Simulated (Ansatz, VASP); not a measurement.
## One calculation of C, two programs

File INCAR:

```
PREC = Accurate
ENCUT = 520
EDIFF = 1E-6
ISMEAR = -1
SIGMA = 0.08
LREAL = False
LASPH = True
NELM = 100
ALGO = Normal
ISIF = 2
LWAVE = False
LCHARG = False
GGA = CA
NBANDS = 11
```

The input KPOINTS:

```
regular mesh
0
Gamma
  20 20 20
```

Contents of POSCAR:

```
C
1.0
    0.0356680000      1.8012340000      1.8012340000
    1.8012340000      0.0356680000      1.8012340000
    1.8012340000      1.8012340000      0.0356680000
C
2
Direct
    0.5000000000      0.5000000000      0.5000000000
    0.7500000000      0.7500000000      0.7500000000
```

Input for Ansatz:

```yaml
crystal:
  lattice:
    - [0.035668, 1.801234, 1.801234]
    - [1.801234, 0.035668, 1.801234]
    - [1.801234, 1.801234, 0.035668]
  atoms:
    - { symbol: C, position: [0.5, 0.5, 0.5] }
    - { symbol: C, position: [0.75, 0.75, 0.75] }
kpoints:
  mp_grid: { grid: [20, 20, 20] }
  band_path:
    path:
      - [0.0, 0.0, 0.0]
      - [0.5, 0.5, 0.5]
      - [0.2451701269, 0.5, 0.7548298731]
      - [-0.2451701269, 0.2451701269, 0.5]
      - [0.0, 0.0, 0.5]
      - [0.0, 0.0, 0.0]
      - [-0.3725850634, 0.0, 0.3725850634]
      - [0.0, 0.3725850634, 0.6274149366]
      - [0.0, 0.5, 0.5]
    npoints: 5
scf:
  occupations: { method: fermi_dirac, width: 0.08 }
hamiltonian:
  xc: lda
  pseudopotentials: { kind: all_electron, lapw: { basis_error: 0.0005 } }
output:
  forces: true
  stress: true
  eigenvalues: true
```

Change from the starting cell: equal xy, yz and zx shear strains of +2 %.

Alike in both runs: task single point; functional LDA; k mesh 20 × 20 × 20; occupations fermi-dirac, width 0.08 eV; no spin polarisation.

|  | VASP | Ansatz |
| --- | --- | --- |
| version | VASP 6.6.1 | Ansatz 0.2.0 |
| potentials or method | VASP PAW LDA potentials, release 64 (C), cutoff 520 eV | all-electron LAPW, scalar-relativistic |

```tsv
	VASP	Ansatz	Ansatz less VASP
gap on the k mesh at the Fermi level (eV)	4.06	4.07	+0.005
pressure (GPa)	-11.0	-12.4	-1.35
traceless stress, the component that is largest in VASP (GPa)	-10.94	-10.89	+0.047
rms of the force components (eV/Å)	0.026	0.021	-0.0052
```

LDA's correlation is that of Perdew and Zunger in VASP and of Perdew and Wang (1992) in Ansatz. Atom by atom the forces differ by 0.005 eV/Å (rms over components). Ansatz ran all-electron here, and VASP with PAW potentials.
